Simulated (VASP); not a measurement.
# Cd (Fd-3m) in VASP: a series of runs

Cd is run at these levels: PBE; tasks: relaxation of cell and atoms.

Everything below comes from runs of VASP 6.6.1. Logs are shortened: lines on timing, memory, paths and dates and some standing lists are left out, and cuts for length are marked.

## 1. The cell of the first run

Symmetry: Fd-3m, No. 227, cubic system. Conventional cell: a = 5.518 Å, b = 5.518 Å, c = 5.518 Å, α = 90.00°, β = 90.00°, γ = 90.00°. Within 3.2 Å of Cd (site symmetry -43m) lie 4 Cd at 2.39 Å.

This isn't the form of Cd at room conditions, which is hcp.

## 2. Relaxation of cell and atoms, PBE, target pressure 18 GPa, at which the enthalpy is minimised

INCAR reads:

```
PREC = Accurate
ENCUT = 600
EDIFF = 1E-6
ISMEAR = -1
SIGMA = 0.1
LREAL = F
LASPH = T
NELM = 80
ALGO = Normal
ISIF = 3
LWAVE = F
LCHARG = F
GGA = PE
IBRION = 2
NSW = 60
EDIFFG = -0.005
PSTRESS = 180.0
```

KPOINTS reads:

```
regular mesh
0
Gamma
  12 12 12
```

POSCAR reads:

```
Cd
1.0
    0.0000000000      2.7591810414      2.7591810414
    2.7591810414      0.0000000000      2.7591810414
    2.7591810414      2.7591810414      0.0000000000
Cd
2
Direct
   -0.1250000000     -0.1250000000     -0.1250000000
    0.1250000000      0.1250000000      0.1250000000
```

Potentials or basis: VASP PAW PBE potentials, release 64 (Cd).

Launch:

```console
$ cat potpaw_PBE.64/Cd/POTCAR > POTCAR
$ mpirun -np 1 vasp_std > vasp.out
```

OUTCAR:

```text
PREC = Accurate
   ENCUT = 600
   EDIFF = 1E-6
   ISMEAR = -1
   LREAL = F
   LASPH = T
   NELM = 80
   ISIF = 3
   GGA = PE
   IBRION = 2
   NSW = 60
   EDIFFG = -0.005
   PSTRESS = 180.0

 ion  position               nearest neighbor table
   1  0.875  0.875  0.875-   2 2.39   2 2.39   2 2.39   2 2.39
   2  0.125  0.125  0.125-   1 2.39   1 2.39   1 2.39   1 2.39

  LATTYP: Found a face centered cubic cell.
 ALAT       =     5.5183620828

  Lattice vectors:

 A1 = (   0.0000000000,   2.7591810414,   2.7591810414)
 A2 = (   2.7591810414,   0.0000000000,   2.7591810414)
 A3 = (   2.7591810414,   2.7591810414,   0.0000000000)

Analysis of symmetry for initial positions (statically):
=====================================================================
 Subroutine PRICEL returns:
 Original cell was already a primitive cell.

 Routine SETGRP: Setting up the symmetry group for a
 face centered cubic supercell.

 Subroutine GETGRP returns: Found 48 space group operations
 (whereof 12 operations were pure point group operations)
 out of a pool of 48 trial point group operations.

The static configuration has the point symmetry D_3d.
 The point group associated with its full space group is O_h .

Analysis of symmetry for dynamics (positions and initial velocities):
=====================================================================
 Subroutine PRICEL returns:
 Original cell was already a primitive cell.

 Routine SETGRP: Setting up the symmetry group for a
 face centered cubic supercell.

 Subroutine GETGRP returns: Found 48 space group operations
 (whereof 12 operations were pure point group operations)
 out of a pool of 48 trial point group operations.

The dynamic configuration has the point symmetry D_3d.
 The point group associated with its full space group is O_h .

 Subroutine INISYM returns: Found 48 space group operations
 (whereof 12 operations are pure point group operations),
 and found     1 'primitive' translations

----------------------------------------------------------------------------------------

                                     Primitive cell

  volume of cell :      42.0117

  direct lattice vectors                    reciprocal lattice vectors
     0.000000000  2.759181041  2.759181041    -0.181213191  0.181213191  0.181213191
     2.759181041  0.000000000  2.759181041     0.181213191 -0.181213191  0.181213191
     2.759181041  2.759181041  0.000000000     0.181213191  0.181213191 -0.181213191

  length of vectors
     3.902071250  3.902071250  3.902071250     0.313870453  0.313870453  0.313870453

  position of ions in fractional coordinates (direct lattice)
     0.875000000  0.875000000  0.875000000
     0.125000000  0.125000000  0.125000000

  ion indices of the primitive-cell ions
   primitive index   ion index
                 1           1
                 2           2

----------------------------------------------------------------------------------------

 KPOINTS: regular mesh

Automatic generation of k-mesh.
 Grid dimensions read from file:
 generate k-points for:   12   12   12

 Generating k-lattice:

  Cartesian coordinates                     Fractional coordinates (reciprocal lattice)
    -0.015101099  0.015101099  0.015101099     0.083333333  0.000000000  0.000000000
     0.015101099 -0.015101099  0.015101099     0.000000000  0.083333333  0.000000000
     0.015101099  0.015101099 -0.015101099     0.000000000  0.000000000  0.083333333

  Length of vectors
     0.026155871  0.026155871  0.026155871

  Shift w.r.t. Gamma in fractional coordinates (k-lattice)
     0.000000000  0.000000000  0.000000000

 Subroutine IBZKPT returns following result:
 ===========================================

 Found     72 irreducible k-points:

 Following reciprocal coordinates:
            Coordinates               Weight
  0.000000  0.000000  0.000000      1.000000
  0.083333  0.000000  0.000000      8.000000
  0.166667  0.000000  0.000000      8.000000
  0.250000  0.000000  0.000000      8.000000
  0.333333  0.000000  0.000000      8.000000
  0.416667  0.000000  0.000000      8.000000
[... 16 lines left out ...]
  0.500000  0.166667  0.000000     24.000000
 -0.416667  0.166667  0.000000     24.000000
 [... further k-points ...]
   k-points           NKPTS =     72   k-points in BZ     NKDIM =     72   number of bands    NBANDS=     16
   number of dos      NEDOS =    301   number of ions     NIONS =      2
   total plane-waves  NPLWV =  32768
   dimension x,y,z NGX =    32 NGY =   32 NGZ =   32
   dimension x,y,z NGXF=    64 NGYF=   64 NGZF=   64
   ions per type =               2
   NGX,Y,Z   is equivalent  to a cutoff of  13.63, 13.63, 13.63 a.u.
   NGXF,Y,Z  is equivalent  to a cutoff of  27.27, 27.27, 27.27 a.u.
 SYSTEM =  unknown system
   PREC   = accura    normal or accurate (medium, high low for compatibility)
   ISTART =      0    job   : 0-new  1-cont  2-samecut
   ICHARG =      2    charge: 1-file 2-atom 10-const
   ISPIN  =      1    spin polarized calculation?
   LNONCOLLINEAR =      F non collinear calculations
   LSORBIT =      F    spin-orbit coupling
   LASPH  =      T    aspherical Exc in radial PAW
   ENCUT  =  600.0 eV  44.10 Ry    6.64 a.u.   7.79  7.79  7.79*2*pi/ulx,y,z
   NELM   =     80;   NELMIN=  2; NELMDL= -5     # of ELM steps
   EDIFF  = 0.1E-05   stopping-criterion for ELM
   LREAL  =      F    real-space projection
   EDIFFG = -.5E-02   stopping-criterion for IOM
   NSW    =     60    number of steps for IOM
   IBRION =      2    ionic relax: 0-MD 1-quasi-New 2-CG
   NFREE  =      1    steps in history (QN), initial steepest desc. (CG)
   ISIF   =      3    stress and relaxation
   ISYM   =      2    0-nonsym 1-usesym 2-fastsym
   POTIM  = 0.5000    time-step for ionic-motion
   TEBEG  =    0.0;   TEEND  =   0.0 temperature during run
   PSTRESS=  180.0 pullay stress
   NELECT =      24.0000    total number of electrons
   NUPDOWN=      -1.0000    fix difference up-down
   EMIN   =  10.00;   EMAX   =-10.00  energy-range for DOS
   EFERMI =   0.00;   METHOD = LEGACY
   ISMEAR =    -1;   SIGMA  =   0.10  broadening in eV -4-tet -1-fermi 0-gaus
   EFERMI_NEDOS =   21; number of points for ismear=-14 and -15
   IALGO  =     38    algorithm
   IMIX   =      4    mixing-type and parameters
     AMIX     =   0.40;   BMIX     =  1.00
     AMIX_MAG =   1.60;   BMIX_MAG =  1.00
  volume/ion in A,a.u.               =      21.01       141.75
  Fermi-wavevector in a.u.,A,eV,Ry     =   1.358381  2.566969 25.105469  1.845200
  Thomas-Fermi vector in A             =   2.485220
   LORBIT       =      0    0 simple, 1 ext, 2 COOP (PROOUT), +10 PAW based schemes
   GGA     = PE    functional components
   LHFCALC =     F    Hartree Fock is set to
   AEXX    =    0.0000 exact exchange contribution
   IVDW    =     0    specifies the selected vdW correction
   LEPSILON=     F    determine dielectric tensor
   LRPA    =     F    only Hartree local field effects (RPA)
 conjugate gradient relaxation of ions
 non-spin polarized calculation
  energy-cutoff  :      600.00
  volume of cell :       42.01
 maximum number of plane-waves:      1424
   NGX = 15   NGY = 15   NGZ = 15

--------------------------------------- Ionic step        1  -------------------------------------------

 number of electron      24.0000000 magnetization

 Free energy of the ion-electron system (eV)
  ---------------------------------------------------
  ext. energy  EPLUGINS =         0.00000000
  ---------------------------------------------------
  free energy    TOTEN  =         1.74802480 eV

  energy without entropy =        1.77331022  energy(sigma->0) =        1.76066751

 E-fermi :   3.0988     XC(G=0): -10.9121

 val. band max:        3.0912501447   @ k =  -0.4167   0.3333   0.1667
 cond. band min:       3.1116788830   @ k =  -0.3333   0.3333   0.1667
 fundamental gap:      0.0204287383
 Fermi energy:         3.0988110698

 k-point     1 :       0.0000    0.0000    0.0000
  band No.  band energies     occupation
      1      -7.7999      2.00000
      2      -7.7999      2.00000
      3      -7.7999      2.00000
      4      -7.7765      2.00000
      5      -7.7765      2.00000
      6      -6.1939      2.00000
[... 433 lines left out ...]
      3      -7.6504      2.00000
      4      -7.3192      2.00000
      5      -7.2051      2.00000
      6      -6.6911      2.00000
[... 8 lines left out ...]
     15       9.9182      0.00000
     16      13.3501      0.00000

 [... further k-points ...]
[... 5 lines left out ...]
  --------------------------------------------------------------------------------------
  -------------------------------------------------------------------------------------
  Total       12.3075249     12.3075249     12.3075249     -0.0000000     -0.0000000     -0.0000000
  in kB      469.3650165    469.3650165    469.3650165     -0.0000000     -0.0000000     -0.0000000
  external PRESSURE =     289.3650165 kB  Pullay stress =     180.0000000 kB
[... 97 lines left out ...]
  energy  without entropy=       -0.0252251663  energy(sigma->0) =       -0.04163740

  enthalpy is  TOTEN    =         5.7830167908 eV   P V=        5.8410664246

[... ionic steps 4 to 16 ...]

--------------------------------------- Ionic step       17  -------------------------------------------

 number of electron      24.0000012 magnetization

------------------------ aborting loop because EDIFF is reached ----------------------------------------
[... 71 lines left out ...]
--------------------------------------- Ionic step       19  -------------------------------------------

 number of electron      24.0000011 magnetization

 Free energy of the ion-electron system (eV)
  ---------------------------------------------------
  ext. energy  EPLUGINS =         0.00000000
  ---------------------------------------------------
  free energy    TOTEN  =         0.03557357 eV

  energy without entropy =        0.06793606  energy(sigma->0) =        0.05175481

 E-fermi :   1.7627     XC(G=0):  -9.8946

 val. band max:        1.7566230584   @ k =  -0.4167   0.3333   0.1667
 cond. band min:       1.7741497521   @ k =  -0.3333   0.5000   0.1667
 fundamental gap:      0.0175266936
 Fermi energy:         1.7626696052

 k-point     1 :       0.0000    0.0000    0.0000
  band No.  band energies     occupation
      1      -8.2632      2.00000
      2      -8.2632      2.00000
      3      -8.2632      2.00000
      4      -8.2058      2.00000
      5      -8.2058      2.00000
      6      -6.9163      2.00000
[... 433 lines left out ...]
      3      -8.1342      2.00000
      4      -7.8822      2.00000
      5      -7.8026      2.00000
      6      -7.4009      2.00000
[... 8 lines left out ...]
     15       7.9587      0.00000
     16      10.5699      0.00000

 [... further k-points ...]
[... 5 lines left out ...]
  --------------------------------------------------------------------------------------
  -------------------------------------------------------------------------------------
  Total        5.7384918      5.7384918      5.7384918      0.0000000      0.0000000      0.0000000
  in kB      179.8602593    179.8602593    179.8602593      0.0000000      0.0000000      0.0000000
  external PRESSURE =      -0.1397407 kB  Pullay stress =     180.0000000 kB
[... 21 lines left out ...]
  energy  without entropy=        0.0679360638  energy(sigma->0) =        0.05175481

  enthalpy is  TOTEN    =         5.7785238130 eV   P V=        5.7429502479

 reached required accuracy - stopping structural energy minimisation
```

It took 4.1 min on 1 thread of AMD EPYC 9R45 (Zen 5), shared host; peak memory 0.18 GiB.

What came out:

* Free energy: 0.0356 eV
* Relaxed volume: 25.56 Å³/atom
* Relaxed cell: a = 4.166 Å, b = 4.166 Å, c = 4.166 Å, α = 60.00°, β = 60.00°, γ = 60.00°
* Space group after relaxing (to 0.1 Å): Fd-3m (No. 227)
* Energy change on relaxing (the run minimises the enthalpy): -856.2 meV/atom
* Ionic steps: 19
* Pressure after relaxing: 18.0 GPa
* Band gap on the k mesh: zero (bands 12 and 13 overlap by 7.12 eV)

Step by step:
| step | energy change (eV) | largest force (eV/Å) | pressure (GPa) | volume (Å³) |
| --- | --- | --- | --- | --- |
| 1 | 0.0000 | 0.0000 | 46.94 | 42.01 |
| 2 | -2.5638 | 0.0000 | 1.16 | 69.56 |
| 3 | -1.8061 | 0.0000 | 16.40 | 51.99 |
| 4 | -1.7338 | 0.0000 | 17.63 | 51.31 |
| 5 | -1.7115 | 0.0000 | 17.96 | 51.11 |
| 6 | -1.6895 | 0.0000 | 18.33 | 50.92 |
| 7 | -1.6901 | 0.0000 | 18.36 | 50.92 |
| 8 | -1.6916 | 0.0000 | 18.33 | 50.93 |
| 9 | -1.6916 | 0.0000 | 18.33 | 50.93 |
| 10 | -1.6917 | 0.0000 | 18.33 | 50.93 |
| 11 | -1.6917 | 0.0000 | 18.34 | 50.94 |
| 12 | -1.6919 | 0.0000 | 18.34 | 50.94 |
| 13 | -1.6922 | 0.0000 | 18.34 | 50.94 |
| 14 | -1.6927 | 0.0000 | 18.31 | 50.94 |
| 15 | -1.6938 | 0.0000 | 18.31 | 50.95 |
| 16 | -1.6960 | 0.0000 | 18.26 | 50.97 |
| 17 | -1.7003 | 0.0000 | 18.19 | 51.01 |
| 18 | -1.7090 | 0.0000 | 18.06 | 51.09 |
| 19 | -1.7125 | 0.0000 | 17.99 | 51.12 |

Final structure:
```cif
data_structure
_symmetry_space_group_name_H-M 'P 1'
_symmetry_Int_Tables_number 1
_cell_length_a 4.1658
_cell_length_b 4.1658
_cell_length_c 4.1658
_cell_angle_alpha 60.000
_cell_angle_beta 60.000
_cell_angle_gamma 60.000
_cell_volume 51.12
loop_
_atom_site_label
_atom_site_type_symbol
_atom_site_fract_x
_atom_site_fract_y
_atom_site_fract_z
_atom_site_occupancy
Cd1 Cd 0.87500 0.87500 0.87500 1
Cd2 Cd 0.12500 0.12500 0.12500 1
```

Caveat: the cell is relaxed towards a set pressure, so the run minimises the enthalpy, not the energy; the volume moved by over 15 % at a fixed basis, so the end points are rough.

(Continued in part 2 of 2.)
